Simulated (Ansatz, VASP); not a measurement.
One calculation of BeZn2S2O, two programs

```
CELL_PARAMETERS angstrom
5.19107 0.00000 0.00000
-2.59554 4.49560 0.00000
0.00000 0.00000 4.00172
ATOMIC_POSITIONS crystal
Be 0.00000 0.00000 0.50000
Zn 0.33333 0.66667 0.00000
Zn 0.66667 0.33333 0.00000
S 0.33333 0.66667 0.50000
S 0.66667 0.33333 0.50000
O 0.00000 0.00000 0.00000
```

Alike in both runs: task single point; functional PBE; k mesh 6 × 6 × 4; occupations gaussian, width 0.1 eV; collinear spin.

|  | VASP | Ansatz |
| --- | --- | --- |
| version | VASP 6.6.1 | Ansatz 0.2.0 |
| potentials or method | VASP PAW PBE potentials, release 64 (Be, Zn, S, O), cutoff 520 eV | scalar-relativistic, plane waves, PAW |
| valence electrons in the cell | 44 | 44 |

Ansatz gave:

| Quantity | Value |
| --- | --- |
| gap on the k mesh at the Fermi level (eV) | none |
| pressure (GPa) | 8.0 |
| traceless stress, the component that is largest in VASP (GPa) | 12.71 |
| net moment per atom (μB) | 0.00 |

Which values does VASP return?

gap on the k mesh at the Fermi level (eV): none; pressure (GPa): 8.2; traceless stress, the component that is largest in VASP (GPa): 13.13; net moment per atom (μB): 0.00.

A gap of «none» marks a metal or a gap that the smearing closes. Ansatz's warnings: seeded moment not kept.

The k mesh is coarse, so the values compare programs but aren't converged.
